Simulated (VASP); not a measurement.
Set up this calculation in VASP 6.6.1, as the native input.

- Task: single point
- Functional: PBEsol
- Potentials or basis: VASP PAW PBE potentials, release 64 (Zr_sv, V_sv, Te)
- Cutoff: 520 eV
- k mesh: 3 × 3 × 6
- Occupations: gaussian, width 0.1 eV
- Spin: collinear spin, ferromagnetic start
- Starting moments: [0.0, 0.0, 0.0, 0.0, 0.0, 0.0, 2.0, 0.0, 0.0] μB
- Dipole correction: no
- Further INCAR settings: ALGO = Normal; EDIFF = 1e-07; NBANDS = 62

The structure of Zr6VTe2 lies in POSCAR:

```
Zr6VTe2
1.0
    7.6314763981      0.0000000000      0.0000000000
   -3.8157381990      6.6090524292      0.0000000000
    0.0000000000      0.0000000000      3.6725797736
Zr V Te
6 1 2
Direct
    0.2379872200      0.0000000000      0.0000000000
    0.0000000000      0.2379872200      0.0000000000
    0.7620127800      0.7620127800      0.0000000000
    0.5923560400      0.0000000000      0.5000000000
    0.0000000000      0.5923560400      0.5000000000
    0.4076439600      0.4076439600      0.5000000000
    0.0000000000      0.0000000000      0.5000000000
    0.3333333333      0.6666666667      0.0000000000
    0.6666666667      0.3333333333      0.0000000000
```

This cell differs from its parent crystal: Ni replaced by V, lengths x 1.012, strained.

The input as run:

INCAR

```
SYSTEM = Zr6VTe2
  ALGO = Normal
  EDIFF = 1E-7
  ENCUT = 520
  GGA = PS
  ISIF = 2
  ISMEAR = 0
  ISPIN = 2
  LASPH = .TRUE.
  LCHARG = .TRUE.
  LELF = .TRUE.
  LMAXMIX = 4
  LORBIT = 11
  LREAL = .FALSE.
  LVHAR = .TRUE.
  LWAVE = .FALSE.
  MAGMOM = 0 0 0 0 0 0 2 0 0
  NBANDS = 62
  NELM = 150
  PREC = Accurate
  SIGMA = 0.1
```

KPOINTS

```
k-points
0
G
  3 3 6
  0 0 0
```

Potentials or basis: VASP PAW PBE potentials, release 64 (Zr_sv, V_sv, Te).

Launch:

```sh
$ cat potpaw_PBE.64/Zr_sv/POTCAR potpaw_PBE.64/V_sv/POTCAR potpaw_PBE.64/Te/POTCAR > POTCAR
$ mpirun -np 1 vasp_std > vasp.out
```

It gave:

- Pressure: 2.7 GPa
- Largest force: 0.737 eV/Å
- Net moment: 0.00 μB per cell
- Valence electrons inside the program's atomic spheres: Zr 9.97, 9.82 (each value once); V 11.86; Te 3.54

Caveat: the cell differs from its parent crystal (Ni replaced by V, lengths x 1.012, strained); the PAW data sets were made with another functional, which shifts forces and pressure a little.

Run time: 6.1 min on 1 thread of AMD EPYC 7R13 (shared host), peak memory 0.47 GiB.
